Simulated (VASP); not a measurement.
# BN (P6_3mc) in VASP: notebook

The runs below take BN through single point, with PBEsol.

Everything below comes from runs of VASP 6.6.1. Logs are shortened: lines on timing, memory, paths and dates and some standing lists are left out, and cuts for length are marked.

## (1) The cell of the first run

The structure is hexagonal, space group P6_3mc (No. 186). The conventional cell has a = 2.745 Å, b = 2.745 Å, c = 4.227 Å, α = 90.00°, β = 90.00°, γ = 120.00°. Within 2.1 Å of B (site symmetry 3m) lie 4 N at 1.58 to 1.67 Å. N (site symmetry 3m) has 4 B at 1.58 to 1.67 Å within 2.1 Å.

## (2) Single point, PBEsol (strain +0.0750 x Voigt [1, 1, 0, 0, 0, 0])

File INCAR:

```
SYSTEM = BN
  ALGO = Normal
  EDIFF = 1E-6
  ENCUT = 520
  GGA = PS
  ISIF = 2
  ISMEAR = 0
  LASPH = .True.
  LCHARG = .False.
  LREAL = .False.
  LWAVE = .False.
  NBANDS = 16
  NELM = 80
  PREC = Accurate
  SIGMA = 0.05
```

File KPOINTS:

```
k-points
0
Gamma
  12 12 6
  0 0 0
```

File POSCAR:

```
BN
1.0
    2.7454850718      0.0000000000      0.0000000000
   -1.3727425359      2.3776598179      0.0000000000
    0.0000000000      0.0000000000      4.2268550000
B N
2 2
Direct
    0.6666666667      0.3333333333      0.9997240000
    0.3333333333      0.6666666667      0.4997240000
    0.6666666667      0.3333333333      0.6252760000
    0.3333333333      0.6666666667      0.1252760000
```

Potentials or basis: VASP PAW PBE potentials, release 64 (B, N).

Command:

```console
cat potpaw_PBE.64/B/POTCAR potpaw_PBE.64/N/POTCAR > POTCAR
mpirun -np 1 vasp_std > vasp.out
```

OUTCAR:

```text
SYSTEM = BN
   EDIFF = 1E-6
   ENCUT = 520
   GGA = PS
   ISIF = 2
   ISMEAR = 0
   LASPH = .True.
   LREAL = .False.
   NELM = 80
   PREC = Accurate

 ion  position               nearest neighbor table
   1  0.667  0.333  1.000-   3 1.58   4 1.67   4 1.67   4 1.67
   2  0.333  0.667  0.500-   4 1.58   3 1.67   3 1.67   3 1.67
   3  0.667  0.333  0.625-   1 1.58   2 1.67   2 1.67   2 1.67
   4  0.333  0.667  0.125-   2 1.58   1 1.67   1 1.67   1 1.67

  LATTYP: Found a hexagonal cell.
 ALAT       =     2.7454850718
 C/A-ratio  =     1.5395658288

  Lattice vectors:

 A1 = (   2.7454850718,   0.0000000000,   0.0000000000)
 A2 = (  -1.3727425359,   2.3776598179,   0.0000000000)
 A3 = (   0.0000000000,   0.0000000000,   4.2268550000)

Analysis of symmetry for initial positions (statically):
=====================================================================
 Subroutine PRICEL returns:
 Original cell was already a primitive cell.

 Routine SETGRP: Setting up the symmetry group for a
 hexagonal supercell.

 Subroutine GETGRP returns: Found 12 space group operations
 (whereof  6 operations were pure point group operations)
 out of a pool of 24 trial point group operations.

The static configuration has the point symmetry C_3v.
 The point group associated with its full space group is C_6v.

Analysis of symmetry for dynamics (positions and initial velocities):
=====================================================================
 Subroutine PRICEL returns:
 Original cell was already a primitive cell.

 Routine SETGRP: Setting up the symmetry group for a
 hexagonal supercell.

 Subroutine GETGRP returns: Found 12 space group operations
 (whereof  6 operations were pure point group operations)
 out of a pool of 24 trial point group operations.

The dynamic configuration has the point symmetry C_3v.
 The point group associated with its full space group is C_6v.

 Subroutine INISYM returns: Found 12 space group operations
 (whereof  6 operations are pure point group operations),
 and found     1 'primitive' translations

----------------------------------------------------------------------------------------

                                     Primitive cell

  volume of cell :      27.5922
[... 85 lines left out ...]
   ISTART =      0    job   : 0-new  1-cont  2-samecut
   ICHARG =      2    charge: 1-file 2-atom 10-const
   ISPIN  =      1    spin polarized calculation?
   LNONCOLLINEAR =      F non collinear calculations
   LSORBIT =      F    spin-orbit coupling
   LASPH  =      T    aspherical Exc in radial PAW
   ENCUT  =  520.0 eV  38.22 Ry    6.18 a.u.   5.10  5.10  7.86*2*pi/ulx,y,z
   NELM   =     80;   NELMIN=  2; NELMDL= -5     # of ELM steps
   EDIFF  = 0.1E-05   stopping-criterion for ELM
   LREAL  =      F    real-space projection
   EDIFFG = 0.1E-04   stopping-criterion for IOM
   NSW    =      0    number of steps for IOM
   IBRION =     -1    ionic relax: 0-MD 1-quasi-New 2-CG
   NFREE  =      0    steps in history (QN), initial steepest desc. (CG)
   ISIF   =      2    stress and relaxation
   ISYM   =      2    0-nonsym 1-usesym 2-fastsym
   POTIM  = 0.5000    time-step for ionic-motion
   TEBEG  =    0.0;   TEEND  =   0.0 temperature during run
   PSTRESS=    0.0 pullay stress
   NELECT =      16.0000    total number of electrons
   NUPDOWN=      -1.0000    fix difference up-down
   EMIN   =  10.00;   EMAX   =-10.00  energy-range for DOS
   EFERMI =   0.00;   METHOD = LEGACY
   ISMEAR =     0;   SIGMA  =   0.05  broadening in eV -4-tet -1-fermi 0-gaus
   EFERMI_NEDOS =   21; number of points for ismear=-14 and -15
   IALGO  =     38    algorithm
   IMIX   =      4    mixing-type and parameters
     AMIX     =   0.40;   BMIX     =  1.00
     AMIX_MAG =   1.60;   BMIX_MAG =  1.00
  volume/ion in A,a.u.               =       6.90        46.55
  Fermi-wavevector in a.u.,A,eV,Ry     =   1.365168  2.579793 25.356957  1.863684
  Thomas-Fermi vector in A             =   2.491420
   LORBIT       =      0    0 simple, 1 ext, 2 COOP (PROOUT), +10 PAW based schemes
   GGA     = PS    functional components
   LHFCALC =     F    Hartree Fock is set to
   AEXX    =    0.0000 exact exchange contribution
   IVDW    =     0    specifies the selected vdW correction
   LEPSILON=     F    determine dielectric tensor
   LRPA    =     F    only Hartree local field effects (RPA)
 non-spin polarized calculation
 Gauss-broadening in eV      SIGMA  =   0.05
  energy-cutoff  :      520.00
  volume of cell :       27.59
 maximum number of plane-waves:       753
   NGX = 11   NGY = 11   NGZ = 15

 number of electron      15.9999998 magnetization

 Free energy of the ion-electron system (eV)
  ---------------------------------------------------
  ext. energy  EPLUGINS =         0.00000000
  ---------------------------------------------------
  free energy    TOTEN  =       -35.78562249 eV

  energy without entropy =      -35.78562249  energy(sigma->0) =      -35.78562249

 E-fermi :   5.9628     XC(G=0): -12.2560

 val. band max:        5.6986667839   @ k =   0.0000   0.0000   0.0000
 cond. band min:      11.0132149284   @ k =   0.5000  -0.0000   0.0000
 fundamental gap:      5.3145481445
 Fermi energy:         5.9628176587

 k-point     1 :       0.0000    0.0000    0.0000
  band No.  band energies     occupation
      1     -13.0572      2.00000
      2      -8.9909      2.00000
      3      -3.7969      2.00000
      4       3.3753      2.00000
      5       3.3753      2.00000
      6       5.4850      2.00000
[... 433 lines left out ...]
      3      -2.3074      2.00000
      4      -0.6512      2.00000
      5       0.4476      2.00000
      6       1.6356      2.00000
[... 8 lines left out ...]
     15      19.6772      0.00000
     16      20.1050      0.00000

 [... further k-points ...]
[... 5 lines left out ...]
  --------------------------------------------------------------------------------------
  -------------------------------------------------------------------------------------
  Total      -10.2409621    -10.2409621     -2.0623001      0.0000000      0.0000000      0.0000000
  in kB     -594.6551504   -594.6551504   -119.7502092      0.0000000      0.0000000      0.0000000
  external PRESSURE =    -436.3535033 kB  Pullay stress =       0.0000000 kB

 VOLUME and BASIS-vectors are now :
 -----------------------------------------------------------------------------
  energy-cutoff  :      520.00
  volume of cell :       27.59
      direct lattice vectors                 reciprocal lattice vectors
     2.745485072  0.000000000  0.000000000     0.364234361  0.210290806  0.000000000
    -1.372742536  2.377659818  0.000000000     0.000000000  0.420581612  0.000000000
     0.000000000  0.000000000  4.226855000     0.000000000  0.000000000  0.236582518

 POSITION                                       TOTAL-FORCE (eV/Angst)
 -----------------------------------------------------------------------------------
      1.37274      0.79255      4.22569         0.000000      0.000000     -0.081688
     -0.00000      1.58511      2.11226        -0.000000      0.000000     -0.081688
      1.37274      0.79255      2.64295        -0.000000      0.000000      0.081688
     -0.00000      1.58511      0.52952         0.000000     -0.000000      0.081688
 -----------------------------------------------------------------------------------
    total drift:                                0.000000      0.000000     -0.000260

  FREE ENERGIE OF THE ION-ELECTRON SYSTEM (eV)
  ---------------------------------------------------
  free  energy   TOTEN  =       -35.7856224854 eV

  energy  without entropy=      -35.7856224854  energy(sigma->0) =      -35.78562249
```

stdout:

```text
POSCAR found type information on POSCAR B N
 POSCAR found :  2 types and       4 ions
 scaLAPACK will be used
 -----------------------------------------------------------------------------
|                                                                             |
|                                                                             |
|     You enforced a specific xc type in the INCAR file but a different       |
|     I HOPE YOU KNOW WHAT YOU ARE DOING!                                     |
|                                                                             |
 -----------------------------------------------------------------------------

 LDA part: xc-table for (Slater+PW92), standard interpolation
 POSCAR, INCAR and KPOINTS ok, starting setup
 FFT: planning ... GRIDC
 FFT: planning ... GRID_SOFT
 FFT: planning ... GRID
 WAVECAR not read
 entering main loop
```

Wall time 44 s (1 thread of Intel Xeon 6975P-C, shared host); peak memory 0.15 GiB.

What came out:

| Property | Result |
| --- | --- |
| Free energy | -35.7856 eV |
| Pressure | -43.6 GPa |
| Largest force | 0.082 eV/Å |
| Band gap on the k mesh | 5.31 eV, indirect (least direct gap 6.44 eV) |

Forces in eV/Å, atoms in the order of the input:
```
B    0.000  0.000 -0.082
B    0.000  0.000 -0.082
N    0.000  0.000  0.082
N    0.000  0.000  0.082
```

Stress tensor (GPa, compression positive):
```
-59.47   0.00   0.00
  0.00 -59.47   0.00
  0.00   0.00 -11.98
```

Caveat: the cell differs from its parent crystal (strain +0.0750 x Voigt [1, 1, 0, 0, 0, 0]); the PAW data sets were made with another functional, which shifts forces and pressure a little.

## (3) Single point, PBEsol (strain +0.1125 x Voigt [1, 1, 0, 0, 0, 0])

File INCAR:

```
PREC     = Accurate       # precision mode
ENCUT    = 520            # plane-wave cutoff, eV
EDIFF    = 1E-6           # SCF threshold, eV
ISMEAR   = 0              # smearing method
SIGMA    = 0.05           # smearing width, eV
LREAL    = False          # projectors in reciprocal space
LASPH    = True           # aspherical terms in the spheres
NELM     = 60             # most SCF steps
ALGO     = Normal         # electronic algorithm
ISIF     = 2              # what is computed and relaxed
LWAVE    = False          # write WAVECAR
LCHARG   = True           # write CHGCAR
GGA      = PS             # functional
LELF     = True           # ELF
LVHAR    = True         
NBANDS   = 16             # bands
```

File KPOINTS:

```
Automatic mesh
0
Gamma
  12 12 6
```

POSCAR, as its differences from that of step 2:

```diff
@@ -2,4 +2,4 @@
 1.0
-    2.7454850718      0.0000000000      0.0000000000
-   -1.3727425359      2.3776598179      0.0000000000
+    2.8412578069      0.0000000000      0.0000000000
+   -1.4206289035      2.4606014395      0.0000000000
     0.0000000000      0.0000000000      4.2268550000
```

Potentials or basis: VASP PAW PBE potentials, release 64 (B, N).

Command:

```console
cat potpaw_PBE.64/B/POTCAR potpaw_PBE.64/N/POTCAR > POTCAR
mpirun -np 1 vasp_std > vasp.out
```

OUTCAR:

```text
PREC = Accurate
   ENCUT = 520
   EDIFF = 1E-6
   ISMEAR = 0
   LREAL = False
   LASPH = True
   NELM = 60
   ISIF = 2
   GGA = PS

 ion  position               nearest neighbor table
   1  0.667  0.333  1.000-   3 1.58   4 1.72   4 1.72   4 1.72
   2  0.333  0.667  0.500-   4 1.58   3 1.72   3 1.72   3 1.72
   3  0.667  0.333  0.625-   1 1.58   2 1.72   2 1.72   2 1.72
   4  0.333  0.667  0.125-   2 1.58   1 1.72   1 1.72   1 1.72

  LATTYP: Found a hexagonal cell.
 ALAT       =     2.8412578069
 C/A-ratio  =     1.4876703514

  Lattice vectors:

 A1 = (   2.8412578069,   0.0000000000,   0.0000000000)
 A2 = (  -1.4206289035,   2.4606014395,   0.0000000000)
 A3 = (   0.0000000000,   0.0000000000,   4.2268550000)

Analysis of symmetry for initial positions (statically):
=====================================================================
 Subroutine PRICEL returns:
 Original cell was already a primitive cell.

 Routine SETGRP: Setting up the symmetry group for a
 hexagonal supercell.

 Subroutine GETGRP returns: Found 12 space group operations
 (whereof  6 operations were pure point group operations)
 out of a pool of 24 trial point group operations.

The static configuration has the point symmetry C_3v.
 The point group associated with its full space group is C_6v.

Analysis of symmetry for dynamics (positions and initial velocities):
=====================================================================
 Subroutine PRICEL returns:
 Original cell was already a primitive cell.

 Routine SETGRP: Setting up the symmetry group for a
 hexagonal supercell.

 Subroutine GETGRP returns: Found 12 space group operations
 (whereof  6 operations were pure point group operations)
 out of a pool of 24 trial point group operations.

The dynamic configuration has the point symmetry C_3v.
 The point group associated with its full space group is C_6v.

 Subroutine INISYM returns: Found 12 space group operations
[... 123 lines left out ...]
  Fermi-wavevector in a.u.,A,eV,Ry     =   1.334315  2.521490 24.223769  1.780397
  Thomas-Fermi vector in A             =   2.463106
   LORBIT       =      0    0 simple, 1 ext, 2 COOP (PROOUT), +10 PAW based schemes
   GGA     = PS    functional components
   LHFCALC =     F    Hartree Fock is set to
   AEXX    =    0.0000 exact exchange contribution
   IVDW    =     0    specifies the selected vdW correction
   LEPSILON=     F    determine dielectric tensor
   LRPA    =     F    only Hartree local field effects (RPA)
 non-spin polarized calculation
 Gauss-broadening in eV      SIGMA  =   0.05
  energy-cutoff  :      520.00
  volume of cell :       29.55
 maximum number of plane-waves:       815
 NGX is ok and might be reduce to    24
   NGX = 11   NGY = 11   NGZ = 15

 number of electron      15.9999996 magnetization

 Free energy of the ion-electron system (eV)
  ---------------------------------------------------
  ext. energy  EPLUGINS =         0.00000000
  ---------------------------------------------------
  free energy    TOTEN  =       -34.97076585 eV

  energy without entropy =      -34.97076585  energy(sigma->0) =      -34.97076585

 E-fermi :   5.2558     XC(G=0): -11.9314

 val. band max:        4.9970387200   @ k =   0.0000   0.0000   0.0000
 cond. band min:       9.7460487344   @ k =   0.5000  -0.0000   0.0000
 fundamental gap:      4.7490100144
 Fermi energy:         5.2558348541

 k-point     1 :       0.0000    0.0000    0.0000
  band No.  band energies     occupation
      1     -13.1319      2.00000
      2      -9.1411      2.00000
      3      -3.9266      2.00000
      4       2.5807      2.00000
      5       2.5807      2.00000
      6       4.6807      2.00000
[... 433 lines left out ...]
      3      -2.6837      2.00000
      4      -0.9443      2.00000
      5       0.0162      2.00000
      6       1.0177      2.00000
[... 8 lines left out ...]
     15      18.1136      0.00000
     16      18.8106      0.00000

 [... further k-points ...]

------------------------ aborting loop because EDIFF is reached ----------------------------------------

  FORCE on cell =-STRESS in cart. coord.  units (eV):
  Direction    XX          YY          ZZ          XY          YZ          ZX
  --------------------------------------------------------------------------------------
  -------------------------------------------------------------------------------------
  Total      -13.4739842    -13.4739842     -2.6357596      0.0000000      0.0000000      0.0000000
  in kB     -730.5288155   -730.5288155   -142.9048958      0.0000000      0.0000000      0.0000000
  external PRESSURE =    -534.6541756 kB  Pullay stress =       0.0000000 kB

 VOLUME and BASIS-vectors are now :
 -----------------------------------------------------------------------------
  energy-cutoff  :      520.00
  volume of cell :       29.55
      direct lattice vectors                 reciprocal lattice vectors
     2.841257807  0.000000000  0.000000000     0.351956798  0.203202352  0.000000000
    -1.420628903  2.460601439  0.000000000     0.000000000  0.406404704  0.000000000
     0.000000000  0.000000000  4.226855000     0.000000000  0.000000000  0.236582518

 POSITION                                       TOTAL-FORCE (eV/Angst)
 -----------------------------------------------------------------------------------
      1.42063      0.82020      4.22569         0.000000      0.000000     -0.278649
     -0.00000      1.64040      2.11226         0.000000     -0.000000     -0.278649
      1.42063      0.82020      2.64295        -0.000000      0.000000      0.278649
     -0.00000      1.64040      0.52952         0.000000     -0.000000      0.278649
 -----------------------------------------------------------------------------------
    total drift:                               -0.000000     -0.000000     -0.000285

  FREE ENERGIE OF THE ION-ELECTRON SYSTEM (eV)
  ---------------------------------------------------
  free  energy   TOTEN  =       -34.9707658457 eV

  energy  without entropy=      -34.9707658457  energy(sigma->0) =      -34.97076585
```

OSZICAR:

```text
N       E                     dE             d eps       ncg     rms          rms(c)
DAV:   1     0.347829882281E+02    0.34783E+02   -0.80257E+03  2432   0.947E+02
DAV:   2    -0.339147179280E+02   -0.68698E+02   -0.63283E+02  3520   0.209E+02
DAV:   3    -0.364322653228E+02   -0.25175E+01   -0.25096E+01  2840   0.374E+01
DAV:   4    -0.364407308302E+02   -0.84655E-02   -0.84647E-02  2936   0.247E+00
DAV:   5    -0.364407640882E+02   -0.33258E-04   -0.33258E-04  2744   0.143E-01    0.800E+00
DAV:   6    -0.350631303356E+02    0.13776E+01   -0.19776E+00  3120   0.126E+01    0.365E+00
DAV:   7    -0.350012515753E+02    0.61879E-01   -0.20422E-01  2888   0.376E+00    0.237E+00
DAV:   8    -0.349723897979E+02    0.28862E-01   -0.47992E-02  3016   0.162E+00    0.304E-01
DAV:   9    -0.349705976944E+02    0.17921E-02   -0.33020E-03  2968   0.592E-01    0.944E-02
DAV:  10    -0.349707480650E+02   -0.15037E-03   -0.49257E-04  2928   0.165E-01    0.290E-02
DAV:  11    -0.349707634152E+02   -0.15350E-04   -0.30598E-05  3152   0.493E-02    0.145E-02
DAV:  12    -0.349707657850E+02   -0.23697E-05   -0.43876E-06  2872   0.193E-02    0.239E-03
DAV:  13    -0.349707658457E+02   -0.60692E-07   -0.30751E-07  1376   0.613E-03
   1 F= -.34970766E+02 E0= -.34970766E+02  d E =-.151379E-15
```

stdout:

```text
POSCAR found type information on POSCAR B N
 POSCAR found :  2 types and       4 ions
 scaLAPACK will be used
 -----------------------------------------------------------------------------
|                                                                             |
|                                                                             |
|     You enforced a specific xc type in the INCAR file but a different       |
|     I HOPE YOU KNOW WHAT YOU ARE DOING!                                     |
|                                                                             |
 -----------------------------------------------------------------------------

 LDA part: xc-table for (Slater+PW92), standard interpolation
 POSCAR, INCAR and KPOINTS ok, starting setup
 FFT: planning ... GRIDC
 FFT: planning ... GRID_SOFT
 FFT: planning ... GRID
 WAVECAR not read
 entering main loop
```

Wall time 50 s (1 thread of Intel Xeon 6975P-C, shared host); peak memory 0.16 GiB.

What came out:

| Item | Value |
| --- | --- |
| Free energy | -34.9708 eV |
| Pressure | -53.5 GPa |
| Largest force | 0.279 eV/Å |
| Band gap on the k mesh | 4.75 eV, indirect (least direct gap 5.23 eV) |

Forces in eV/Å, atoms in the order of the input:
```
B    0.000  0.000 -0.279
B    0.000  0.000 -0.279
N    0.000  0.000  0.279
N    0.000  0.000  0.279
```

Levels at points of the mesh, in eV from the valence-band top:
| k point | band 5 | band 6 | band 7 | band 8 | band 9 | band 10 | band 11 | band 12 |
| --- | --- | --- | --- | --- | --- | --- | --- | --- |
| (0.00, 0.00, 0.00) | -2.42 | -0.32 | 0.00 | 0.00 | 5.23 | 6.55 | 6.55 | 6.59 |
| (0.50, 0.00, 0.00) | -5.94 | -4.55 | -3.79 | -1.33 | 4.75 | 7.35 | 8.63 | 8.99 |
| (0.00, 0.00, 0.50) | -1.36 | -1.36 | -1.36 | -1.36 | 5.99 | 5.99 | 8.10 | 8.10 |
| (0.50, 0.00, 0.50) | -3.23 | -3.23 | -2.56 | -2.56 | 5.45 | 5.45 | 9.25 | 9.25 |

Caveat: the cell differs from its parent crystal (strain +0.1125 x Voigt [1, 1, 0, 0, 0, 0]); the PAW data sets were made with another functional, which shifts forces and pressure a little. A k mesh can miss the band edges.

(Part 1 of 2 ends here.)
